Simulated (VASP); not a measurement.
Runs of VASP 6.6.1 on Cr. Symmetry: P6_3/mmc, No. 194, hexagonal system. Conventional cell: a = 2.714 Å, b = 2.714 Å, c = 4.410 Å, α = 90.00°, β = 90.00°, γ = 120.00°. Cr (site symmetry -6m2) has 12 Cr at 2.71 Å within 3.6 Å. This isn't the form of Cr at room conditions, which is bcc.

| potentials or basis | fixed moment (μB) | k mesh | cutoff (eV) | smearing | gap on the mesh (eV) | pressure (GPa) | moment (μB) |
| --- | --- | --- | --- | --- | --- | --- | --- |
| VASP PAW PBE potentials, release 64 (Cr_sv) | 4.5 | 9 × 9 × 5 | 700 | fermi-dirac 0.05 eV | - | -9.8 | 4.50 |
| VASP PAW PBE potentials, release 64 (Cr_pv) | - | 11 × 11 × 6 | 520 | gaussian 0.024 eV | none | -25.6 | 2.03 |
| VASP PAW PBE potentials, release 64 (Cr_sv) | 6.0 | 9 × 9 × 5 | 700 | fermi-dirac 0.05 eV | - | 6.6 | 6.00 |
| VASP PAW PBE potentials, release 64 (Cr_pv) | - | 11 × 11 × 6 | 520 | gaussian 0.014 eV | none | -25.1 | 2.03 |
| VASP PAW PBE potentials, release 64 (Cr_pv) | - | 11 × 11 × 6 | 520 | gaussian 0.018 eV | none | (a) | (b) |

Alike in all rows: task single point; level PBE; spin collinear, ferromagnetic start; cell as given.

Problem. Fill in the values left out.

Solution. (a) -26.6; (b) 1.91.

Caveats: the cell stands under tension (at least some runs); an empty level that is flat over the whole mesh can mark a ghost state of the potentials, or a narrow d or f band (at least some runs); the total moment is fixed, so each spin has its own Fermi level and the state may be an excited one (at least some runs); the stress differs along the axes, from -14 to -8 GPa (at least some runs); the cell stands under pressure (at least some runs).

A gap of «none» marks levels without a gap at the run's occupations.

The runs don't all hold the same shells in valence.
